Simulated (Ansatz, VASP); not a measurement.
# Pb3W: VASP beside Ansatz

```
Pb W
1.0
     6.72103    0.00000    0.00000
    -3.36052    5.82059    0.00000
     0.00000    0.00000    5.27228
Pb W
6 2
Direct
  0.82404 0.64808 0.25000
  0.17596 0.82404 0.75000
  0.35192 0.17596 0.25000
  0.17596 0.35192 0.75000
  0.82404 0.17596 0.25000
  0.64808 0.82404 0.75000
  0.33333 0.66667 0.25000
  0.66667 0.33333 0.75000
```

Alike in both runs: functional PBE; k mesh 3 × 3 × 4; occupations gaussian, width 0.1 eV; no spin polarisation.

Ansatz relaxed the structure, and its values are those at the end. VASP's run is a single point on that final structure, the one shown.

|  | VASP | Ansatz |
| --- | --- | --- |
| version | VASP 6.6.1 | Ansatz 0.2.0 |
| potentials or method | VASP PAW PBE potentials, release 64 (Pb_d, W_sv), cutoff 520 eV | scalar-relativistic, plane waves, PAW |
| valence electrons in the cell | 112 | 112 |

```csv
,VASP,Ansatz,Ansatz less VASP
gap on the k mesh at the Fermi level (eV),none,none,-
pressure (GPa),0.1,0.1,+0.04
```

A gap of «none» marks a metal or a gap that the smearing closes. With one functional, cell and mesh, what is left measures potentials, basis and numerics.

Spin-orbit coupling is off throughout.
